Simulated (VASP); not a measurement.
# MgO (P6_3/mmc) in VASP: further runs

Runs on MgO. Level: HSE06. Tasks: single point.

Program: VASP 6.6.1. These are calculated values, not measurements. Logs are shortened: lines on timing, memory, paths and dates and some standing lists are left out, and cuts for length are marked.

**1. The cell of the first run**

Symmetry: P6_3/mmc, No. 194, hexagonal system. The conventional cell has a = 3.484 Å, b = 3.484 Å, c = 4.185 Å, α = 90.00°, β = 90.00°, γ = 120.00°. Within 2.7 Å of Mg (site symmetry -6m2) lie 5 O at 2.01 to 2.09 Å. Within 2.7 Å of O (site symmetry -6m2) lie 5 Mg at 2.01 to 2.09 Å.

**2. Single point, HSE06**

File POSCAR:

```
MgO
1.0
    3.4840796175      0.0000000000      0.0000000000
   -1.7420398087      3.0173014576      0.0000000000
    0.0000000000      0.0000000000      4.1853171403
Mg O
2 2
Direct
    0.6666666667      0.3333333333      0.7500000000
    0.3333333333      0.6666666667      0.2500000000
    0.6666666667      0.3333333333      0.2500000000
    0.3333333333      0.6666666667      0.7500000000
```

File INCAR.step1:

```
ALGO     = Normal         # electronic algorithm
EDIFF    = 1E-5           # SCF threshold, eV
ENCUT    = 520            # plane-wave cutoff, eV
GGA      = PE             # functional
ISIF     = 2              # what is computed and relaxed
ISMEAR   = 0              # smearing method
LASPH    = True           # aspherical terms in the spheres
LREAL    = False          # projectors in reciprocal space
LWAVE    = True           # write WAVECAR
NBANDS   = 16             # bands
NELM     = 100            # most SCF steps
PREC     = Accurate       # precision mode
SIGMA    = 0.01           # smearing width, eV
```

File INCAR.step2:

```
ALGO     = Normal         # electronic algorithm
EDIFF    = 1E-7           # SCF threshold, eV
ENCUT    = 520            # plane-wave cutoff, eV
GGA      = PE             # functional
HFSCREEN = 0.2079         # screening, 1/A
ISIF     = 2              # what is computed and relaxed
ISMEAR   = 0              # smearing method
ISTART   = 1            
LASPH    = True           # aspherical terms in the spheres
LCHARG   = True           # write CHGCAR
LELF     = True           # ELF
LHFCALC  = True           # exact exchange
LREAL    = False          # projectors in reciprocal space
LVHAR    = True         
LWAVE    = False          # write WAVECAR
NBANDS   = 16             # bands
NELM     = 100            # most SCF steps
PREC     = Accurate       # precision mode
PRECFOCK = Normal       
SIGMA    = 0.01           # smearing width, eV
```

File KPOINTS:

```
k-points
0
Gamma
  6 6 4
```

Potentials or basis: VASP PAW PBE potentials, release 64 (Mg, O).

Started as:

```bash
$ cat potpaw_PBE.64/Mg/POTCAR potpaw_PBE.64/O/POTCAR > POTCAR
$ cp INCAR.step1 INCAR
$ mpirun -np 1 vasp_std > vasp.out
$ cp INCAR.step2 INCAR
$ mpirun -np 1 vasp_std > vasp.out
```

OUTCAR:

```text
EDIFF = 1E-7
   ENCUT = 520
   GGA = PE
   HFSCREEN = 0.2079
   ISIF = 2
   ISMEAR = 0
   ISTART = 1
   LASPH = True
   LHFCALC = True
   LREAL = False
   NELM = 100
   PREC = Accurate
   PRECFOCK = Normal

 ion  position               nearest neighbor table
   1  0.667  0.333  0.750-   4 2.01   4 2.01   4 2.01   3 2.09   3 2.09   2 2.90   2 2.90   2 2.90
                             2 2.90   2 2.90   2 2.90
   2  0.333  0.667  0.250-   3 2.01   3 2.01   3 2.01   4 2.09   4 2.09   1 2.90   1 2.90   1 2.90
                             1 2.90   1 2.90   1 2.90
   3  0.667  0.333  0.250-   2 2.01   2 2.01   2 2.01   1 2.09   1 2.09
   4  0.333  0.667  0.750-   1 2.01   1 2.01   1 2.01   2 2.09   2 2.09

  LATTYP: Found a hexagonal cell.
 ALAT       =     3.4840796175
 C/A-ratio  =     1.2012690868

  Lattice vectors:

 A1 = (   3.4840796175,   0.0000000000,   0.0000000000)
 A2 = (  -1.7420398087,   3.0173014576,   0.0000000000)
 A3 = (   0.0000000000,   0.0000000000,   4.1853171403)

Analysis of symmetry for initial positions (statically):
=====================================================================
 Subroutine PRICEL returns:
 Original cell was already a primitive cell.

 Routine SETGRP: Setting up the symmetry group for a
 hexagonal supercell.

 Subroutine GETGRP returns: Found 24 space group operations
 (whereof 12 operations were pure point group operations)
 out of a pool of 24 trial point group operations.

The static configuration has the point symmetry D_3d.
 The point group associated with its full space group is D_6h.

Analysis of symmetry for dynamics (positions and initial velocities):
=====================================================================
 Subroutine PRICEL returns:
 Original cell was already a primitive cell.

 Routine SETGRP: Setting up the symmetry group for a
 hexagonal supercell.

 Subroutine GETGRP returns: Found 24 space group operations
 (whereof 12 operations were pure point group operations)
 out of a pool of 24 trial point group operations.

The dynamic configuration has the point symmetry D_3d.
 The point group associated with its full space group is D_6h.

 Subroutine INISYM returns: Found 24 space group operations
 (whereof 12 operations are pure point group operations),
 and found     1 'primitive' translations

----------------------------------------------------------------------------------------

                                     Primitive cell

  volume of cell :      43.9982

  direct lattice vectors                    reciprocal lattice vectors
     3.484079617  0.000000000  0.000000000     0.287019847  0.165710986  0.000000000
    -1.742039809  3.017301458  0.000000000     0.000000000  0.331421972  0.000000000
     0.000000000  0.000000000  4.185317140     0.000000000  0.000000000  0.238930520

  length of vectors
     3.484079617  3.484079618  4.185317140     0.331421972  0.331421972  0.238930520

  position of ions in fractional coordinates (direct lattice)
     0.666666667  0.333333333  0.750000000
     0.333333333  0.666666667  0.250000000
     0.666666667  0.333333333  0.250000000
     0.333333333  0.666666667  0.750000000

  ion indices of the primitive-cell ions
   primitive index   ion index
                 1           1
                 2           2
                 3           3
                 4           4

----------------------------------------------------------------------------------------

 KPOINTS: k-points

Automatic generation of k-mesh.
 Grid dimensions read from file:
 generate k-points for:    6    6    4

 Generating k-lattice:

  Cartesian coordinates                     Fractional coordinates (reciprocal lattice)
     0.047836641  0.027618498  0.000000000     0.166666667  0.000000000  0.000000000
     0.000000000  0.055236995  0.000000000     0.000000000  0.166666667  0.000000000
     0.000000000  0.000000000  0.059732630     0.000000000  0.000000000  0.250000000

  Length of vectors
     0.055236995  0.055236995  0.059732630

  Shift w.r.t. Gamma in fractional coordinates (k-lattice)
     0.000000000  0.000000000  0.000000000

 Subroutine IBZKPT returns following result:
 ===========================================

 Found     21 irreducible k-points:

 Following reciprocal coordinates:
            Coordinates               Weight
  0.000000  0.000000  0.000000      1.000000
  0.166667  0.000000  0.000000      6.000000
  0.333333 -0.000000  0.000000      6.000000
  0.500000  0.000000  0.000000      3.000000
  0.166667  0.166667  0.000000      6.000000
  0.333333  0.166667  0.000000     12.000000
[... 13 lines left out ...]
  0.333333  0.166667  0.500000     12.000000
  0.333333  0.333333  0.500000      2.000000
   k-points           NKPTS =     21   k-points in BZ     NKDIM =    144   number of bands    NBANDS=     16
   number of dos      NEDOS =    301   number of ions     NIONS =      4
   total plane-waves  NPLWV =  25088
   dimension x,y,z NGX =    28 NGY =   28 NGZ =   32
   dimension x,y,z NGXF=    56 NGYF=   56 NGZF=   64
   ions per type =               2   2
   NGX,Y,Z   is equivalent  to a cutoff of  13.36, 13.36, 12.71 a.u.
   NGXF,Y,Z  is equivalent  to a cutoff of  26.72, 26.72, 25.42 a.u.
 SYSTEM =  unknown system
   PREC   = accura    normal or accurate (medium, high low for compatibility)
   ISTART =      1    job   : 0-new  1-cont  2-samecut
   ICHARG =      0    charge: 1-file 2-atom 10-const
   ISPIN  =      1    spin polarized calculation?
   LNONCOLLINEAR =      F non collinear calculations
   LSORBIT =      F    spin-orbit coupling
   LASPH  =      T    aspherical Exc in radial PAW
   ENCUT  =  520.0 eV  38.22 Ry    6.18 a.u.   6.48  6.48  7.78*2*pi/ulx,y,z
   NELM   =    100;   NELMIN=  2; NELMDL=  0     # of ELM steps
   EDIFF  = 0.1E-06   stopping-criterion for ELM
   LREAL  =      F    real-space projection
   EDIFFG = 0.1E-05   stopping-criterion for IOM
   NSW    =      0    number of steps for IOM
   IBRION =     -1    ionic relax: 0-MD 1-quasi-New 2-CG
   NFREE  =      0    steps in history (QN), initial steepest desc. (CG)
   ISIF   =      2    stress and relaxation
   ISYM   =      3    0-nonsym 1-usesym 2-fastsym
   POTIM  = 0.5000    time-step for ionic-motion
   TEBEG  =    0.0;   TEEND  =   0.0 temperature during run
   PSTRESS=    0.0 pullay stress
   NELECT =      16.0000    total number of electrons
   NUPDOWN=      -1.0000    fix difference up-down
   EMIN   =  10.00;   EMAX   =-10.00  energy-range for DOS
   EFERMI =   0.00;   METHOD = LEGACY
   ISMEAR =     0;   SIGMA  =   0.01  broadening in eV -4-tet -1-fermi 0-gaus
   EFERMI_NEDOS =   21; number of points for ismear=-14 and -15
   IALGO  =     38    algorithm
   IMIX   =      1    mixing-type and parameters
     AMIX     =   0.40;   BMIX     =  1.00
     AMIX_MAG =   1.60;   BMIX_MAG =  1.00
  volume/ion in A,a.u.               =      11.00        74.23
  Fermi-wavevector in a.u.,A,eV,Ry     =   1.168521  2.208184 18.577950  1.365441
  Thomas-Fermi vector in A             =   2.305006
   LORBIT       =      0    0 simple, 1 ext, 2 COOP (PROOUT), +10 PAW based schemes
   GGA     = PE    functional components
   LHFCALC =     T    Hartree Fock is set to
   PRECFOCK=normal    Normal, Fast or Accurate (Low or Medium for compatibility)
   ENCUT4O =  -1.0   cutoff for four orbital integrals eV
   NKREDX  =     1    reduce k-point grid by
   NKREDY  =     1    reduce k-point grid by
   NKREDZ  =     1    reduce k-point grid by
   AEXX    =    0.2500 exact exchange contribution
   HFSCREEN=    0.2079 screening length (either q_TF or 0.3 A-1)
   HFSCREENC=   0.2079 screening length for correlation (either q_TF or 0.3 A-1)
   ENCUTFOCK=  -1.0 apply spherical cutoff to Coloumb kernel
   IVDW    =     0    specifies the selected vdW correction
   LEPSILON=     F    determine dielectric tensor
   LRPA    =     F    only Hartree local field effects (RPA)
 non-spin polarized calculation
 Gauss-broadening in eV      SIGMA  =   0.01
  energy-cutoff  :      520.00
  volume of cell :       44.00
 maximum number of plane-waves:      1204
 NGX is ok and might be reduce to    28
  NGX = 20; NGY = 20; NGZ = 24

 number of electron      15.9999998 magnetization

 Free energy of the ion-electron system (eV)
  ---------------------------------------------------
  ext. energy  EPLUGINS =         0.00000000
  ---------------------------------------------------
  free energy    TOTEN  =       -28.21458381 eV

  energy without entropy =      -28.21458381  energy(sigma->0) =      -28.21458381

 E-fermi :   0.9139     XC(G=0):  -8.2947

 val. band max:        0.7891258937   @ k =   0.0000   0.0000   0.0000
 cond. band min:       5.8056486902   @ k =   0.0000   0.0000   0.0000
 fundamental gap:      5.0165227965
 Fermi energy:         0.9138556893

 k-point     1 :       0.0000    0.0000    0.0000
  band No.  band energies     occupation
      1     -17.6840      2.00000
      2     -16.2155      2.00000
      3      -3.1320      2.00000
      4      -1.0798      2.00000
      5      -1.0798      2.00000
      6      -0.0626      2.00000
[... 8 lines left out ...]
     15      18.3707      0.00000
     16      18.5215      0.00000

 k-point     2 :       0.1667    0.0000    0.0000
  band No.  band energies     occupation
      1     -17.5440      2.00000
      2     -16.2420      2.00000
      3      -2.9016      2.00000
      4      -1.5309      2.00000
      5      -1.2834      2.00000
      6      -0.5889      2.00000
[... 8 lines left out ...]
     15      17.4330      0.00000
     16      17.6187      0.00000

 k-point     3 :       0.3333   -0.0000    0.0000
  band No.  band energies     occupation
      1     -17.2028      2.00000
      2     -16.3506      2.00000
      3      -2.5145      2.00000
      4      -2.2912      2.00000
      5      -1.5966      2.00000
      6      -1.1173      2.00000
[... 8 lines left out ...]
     15      16.9844      0.00000
     16      17.6034      0.00000

 k-point     4 :       0.5000    0.0000    0.0000
  band No.  band energies     occupation
      1     -16.9505      2.00000
      2     -16.4841      2.00000
      3      -2.9681      2.00000
      4      -1.7700      2.00000
      5      -1.7282      2.00000
      6      -1.2967      2.00000
[... 8 lines left out ...]
     15      17.6484      0.00000
     16      17.7671      0.00000
[... 267 lines left out ...]
 k-point    19 :       0.1667    0.1667    0.5000
  band No.  band energies     occupation
      1     -16.7697      2.00000
      2     -16.7697      2.00000
      3      -2.8042      2.00000
      4      -2.8042      2.00000
      5      -0.9624      2.00000
      6      -0.9624      2.00000
[... 8 lines left out ...]
     15      18.3726      0.00000
     16      18.3726      0.00000

 k-point    20 :       0.3333    0.1667    0.5000
  band No.  band energies     occupation
      1     -16.6549      2.00000
      2     -16.6549      2.00000
      3      -3.1637      2.00000
      4      -3.1637      2.00000
      5      -1.3408      2.00000
      6      -1.3408      2.00000
[... 8 lines left out ...]
     15      18.8549      0.00000
     16      18.8549      0.00000

 k-point    21 :       0.3333    0.3333    0.5000
  band No.  band energies     occupation
      1     -16.6166      2.00000
      2     -16.6166      2.00000
      3      -3.0533      2.00000
      4      -3.0533      2.00000
      5      -1.8362      2.00000
      6      -1.8362      2.00000
[... 8 lines left out ...]
     15      20.2773      0.00000
     16      20.2773      0.00000

------------------------ aborting loop because EDIFF is reached ----------------------------------------

  FORCE on cell =-STRESS in cart. coord.  units (eV):
  Direction    XX          YY          ZZ          XY          YZ          ZX
  --------------------------------------------------------------------------------------
  -------------------------------------------------------------------------------------
  Total       -0.0375975     -0.0375975     -0.0899159     -0.0000000     -0.0000000     -0.0000000
  in kB       -1.3690978     -1.3690978     -3.2742495     -0.0000000     -0.0000000     -0.0000000
  external PRESSURE =      -2.0041484 kB  Pullay stress =       0.0000000 kB

 VOLUME and BASIS-vectors are now :
 -----------------------------------------------------------------------------
  energy-cutoff  :      520.00
  volume of cell :       44.00
      direct lattice vectors                 reciprocal lattice vectors
     3.484079617  0.000000000  0.000000000     0.287019847  0.165710986  0.000000000
    -1.742039809  3.017301458  0.000000000     0.000000000  0.331421972  0.000000000
     0.000000000  0.000000000  4.185317140     0.000000000  0.000000000  0.238930520

 POSITION                                       TOTAL-FORCE (eV/Angst)
 -----------------------------------------------------------------------------------
      1.74204      1.00577      3.13899        -0.000000     -0.000000      0.000000
     -0.00000      2.01153      1.04633         0.000000      0.000000      0.000000
      1.74204      1.00577      1.04633         0.000000      0.000000      0.000000
     -0.00000      2.01153      3.13899        -0.000000      0.000000     -0.000000
 -----------------------------------------------------------------------------------
    total drift:                                0.000000      0.000000     -0.000000

  FREE ENERGIE OF THE ION-ELECTRON SYSTEM (eV)
  ---------------------------------------------------
  free  energy   TOTEN  =       -28.2145838106 eV

  energy  without entropy=      -28.2145838106  energy(sigma->0) =      -28.21458381
```

It took 35 min on 1 thread of Intel Xeon Platinum 8259CL at 2.50GHz (Skylake/Cascade Lake), shared host; peak memory 0.29 GiB.

Results:

```yaml
Free_energy: -28.2146 eV
Pressure: -0.2 GPa
Band_gap_on_the_k_mesh: 5.02 eV
```

Caveat: the PAW data sets were made with another functional, which shifts forces and pressure a little.

**3. Single point, HSE06 (uniaxial z strain -2.4%)**

Changes to POSCAR since step 2:

```diff
@@ -4,3 +4,3 @@
    -1.7420398087      3.0173014576      0.0000000000
-    0.0000000000      0.0000000000      4.1853171403
+    0.0000000000      0.0000000000      4.0840324655
 Mg O
```

File INCAR.step1:

```
SYSTEM = MgO
ALGO = Normal ; EDIFF = 1E-5
ENCUT = 520 ; GGA = PE
ISIF = 2 ; ISMEAR = 0
LASPH = .TRUE. ; LCHARG = .FALSE.
LREAL = .FALSE. ; LWAVE = .TRUE.
NBANDS = 16 ; NELM = 80
PREC = Accurate ; SIGMA = 0.01
```

File INCAR.step2:

```
SYSTEM = MgO
ALGO = Normal ; EDIFF = 1E-6
ENCUT = 520 ; GGA = PE
HFSCREEN = 0.2079 ; ISIF = 2
ISMEAR = 0 ; ISTART = 1
LASPH = .TRUE. ; LCHARG = .FALSE.
LHFCALC = .TRUE. ; LREAL = .FALSE.
LWAVE = .FALSE. ; NBANDS = 16
NELM = 80 ; PREC = Accurate
PRECFOCK = Normal ; SIGMA = 0.01
```

File KPOINTS:

```
k-points
0
G
  6 6 4
  0 0 0
```

Potentials or basis: VASP PAW PBE potentials, release 64 (Mg, O).

Started as:

```bash
$ cat potpaw_PBE.64/Mg/POTCAR potpaw_PBE.64/O/POTCAR > POTCAR
$ cp INCAR.step1 INCAR
$ mpirun -np 1 vasp_std > vasp.out
$ cp INCAR.step2 INCAR
$ mpirun -np 1 vasp_std > vasp.out
```

It took 34 min on 1 thread of Intel Xeon Platinum 8259CL at 2.50GHz (Skylake/Cascade Lake), shared host; peak memory 0.28 GiB.

Results (log left out):

| Property | Result |
| --- | --- |
| Free energy | -28.1915 eV |
| Pressure | 3.7 GPa |
| Band gap on the k mesh | 5.19 eV |

Stress tensor (GPa, compression positive):
```
1.95 0.00 0.00
0.00 1.95 0.00
0.00 0.00 7.30
```

Levels at points of the mesh, in eV from the valence-band top:
| k point | band 6 | band 7 | band 8 | band 9 | band 10 | band 11 |
| --- | --- | --- | --- | --- | --- | --- |
| (0.00, 0.00, 0.00) | -0.80 | -0.80 | 0.00 | 5.19 | 11.63 | 14.51 |
| (0.50, 0.00, 0.00) | -1.99 | -1.40 | -0.47 | 8.75 | 11.35 | 11.90 |
| (0.00, 0.00, 0.50) | -1.38 | -1.38 | -1.38 | 8.36 | 8.36 | 14.84 |
| (0.50, 0.00, 0.50) | -1.65 | -0.84 | -0.84 | 9.18 | 9.18 | 14.47 |

Caveat: the cell differs from its parent crystal (uniaxial z strain -2.4%); the stress differs along the axes, from 2 to 7 GPa; the PAW data sets were made with another functional, which shifts forces and pressure a little.
